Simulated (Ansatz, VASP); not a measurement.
# Ni in VASP and in Ansatz

```xyz
2
Lattice="3.4500 1.7250 1.7250 1.7250 3.4500 1.7250 1.7250 1.7250 3.4500" Properties=species:S:1:pos:R:3 pbc="T T T"
Ni    0.0000    0.0000    0.0000
Ni    3.4500    3.4500    3.4500
```

Alike in both runs: task single point; functional PBE; k mesh 13 × 13 × 13; occupations fermi-dirac, width 0.05 eV; collinear spin.

```csv
,VASP,Ansatz
version,VASP 6.6.1,Ansatz 0.2.0
potentials or method,"VASP PAW PBE potentials, release 64 (Ni), cutoff 520 eV","PAW, plane waves, scalar-relativistic"
valence electrons in the cell,20,36
```

```tsv
	VASP	Ansatz	Ansatz less VASP
pressure (GPa)	12.4	12.6	+0.27
traceless stress, the component that is largest in VASP (GPa)	0.17	0.18	+0.005
net moment per atom (μB)	0.00	0.00	0.000
size of the moment on the site where the two differ most (μB)	0.20	0.22	+0.018
```

Site moments also hang on the region over which each program counts them. VASP's potentials hold 20 valence electrons a cell and Ansatz's 36, so a difference there can come from the potentials and not from the codes.
